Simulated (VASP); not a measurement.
A run of VASP 6.6.1:

File INCAR:

```
SYSTEM = BaHfO3
PREC     = Accurate       ! precision mode
ENCUT    = 520            ! plane-wave cutoff, eV
EDIFF    = 1E-6           ! SCF threshold, eV
ISMEAR   = 0              ! smearing method
SIGMA    = 0.01           ! smearing width, eV
LREAL    = .FALSE.        ! projectors in reciprocal space
LASPH    = .TRUE.         ! aspherical terms in the spheres
NELM     = 100            ! most SCF steps
ALGO     = Normal         ! electronic algorithm
ISIF     = 2              ! what is computed and relaxed
LWAVE    = .FALSE.        ! write WAVECAR
LCHARG   = .FALSE.        ! write CHGCAR
GGA      = PE             ! functional
NBANDS   = 27             ! bands
```

Contents of KPOINTS:

```
Automatic mesh
0
G
  6 6 6
  0 0 0
```

POSCAR

```
BaHfO3
1.0
    4.1770587708      0.0000000000      0.0000000000
    0.0000000000      4.1770587708      0.0000000000
    0.0000000000      0.0000000000      4.1770587708
Ba Hf O
1 1 3
Direct
    0.0000000000      0.0000000000      0.0000000000
    0.5000000000      0.5000000000      0.5000000000
    0.5000000000      0.5000000000      0.0000000000
    0.5000000000      0.0000000000      0.5000000000
    0.0000000000      0.5000000000      0.5000000000
```

Potentials or basis: VASP PAW PBE potentials, release 64 (Ba_sv, Hf_pv, O).

Run with:

```console
$ cat potpaw_PBE.64/Ba_sv/POTCAR potpaw_PBE.64/Hf_pv/POTCAR potpaw_PBE.64/O/POTCAR > POTCAR
$ mpirun -np 1 vasp_std > vasp.out
```

Hardware: 1 thread of Intel(R) Xeon(R) Platinum 8488C (Sapphire Rapids), with other jobs on the host.

Task: Estimate the wall time of this run.

Result: Run time: 16 s on 1 thread of Intel(R) Xeon(R) Platinum 8488C (Sapphire Rapids) (shared host), peak memory 0.19 GiB. Counts: scf iterations 14, k points 20.
